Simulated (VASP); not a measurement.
Here is a VASP 6.6.1 calculation.

Contents of INCAR:

```
SYSTEM = Si
PREC     = Accurate       ! precision mode
ENCUT    = 600            ! plane-wave cutoff, eV
EDIFF    = 1E-6           ! SCF threshold, eV
ISMEAR   = 0              ! smearing method
SIGMA    = 0.02           ! smearing width, eV
LREAL    = .False.        ! projectors in reciprocal space
LASPH    = .True.         ! aspherical terms in the spheres
NELM     = 100            ! most SCF steps
ALGO     = Normal         ! electronic algorithm
ISIF     = 3              ! what is computed and relaxed
LWAVE    = .False.        ! write WAVECAR
LCHARG   = .False.        ! write CHGCAR
GGA      = PS             ! functional
IBRION   = 2              ! ionic algorithm
NSW      = 100            ! ionic steps
EDIFFG   = -0.002         ! ionic threshold
```

Contents of KPOINTS:

```
Automatic mesh
0
Gamma
  10 10 10
  0 0 0
```

The input POSCAR:

```
Si
1.0
    0.0000000000      2.7185000000      2.7185000000
    2.7185000000      0.0000000000      2.7185000000
    2.7185000000      2.7185000000      0.0000000000
Si
2
Direct
    0.5000000000      0.5000000000      0.5000000000
    0.7500000000      0.7500000000      0.7500000000
```

Potentials or basis: VASP PAW PBE potentials, release 64 (Si).

Launch:

```bash
$ cat potpaw_PBE.64/Si/POTCAR > POTCAR
$ mpirun -np 1 vasp_std > vasp.out
```

(1) Predict the band gap on the k mesh.

(2) What does it give for the relaxed volume?

(3) Predict the relaxed cell.

## Answers

(1) 0.47 eV, indirect (least direct gap 2.52 eV).

(2) 20.08 Å³/atom.

(3) a = 3.844 Å, b = 3.844 Å, c = 3.844 Å, α = 60.00°, β = 60.00°, γ = 60.00°.

Caveat: the PAW data sets were made with another functional, which shifts forces and pressure a little.
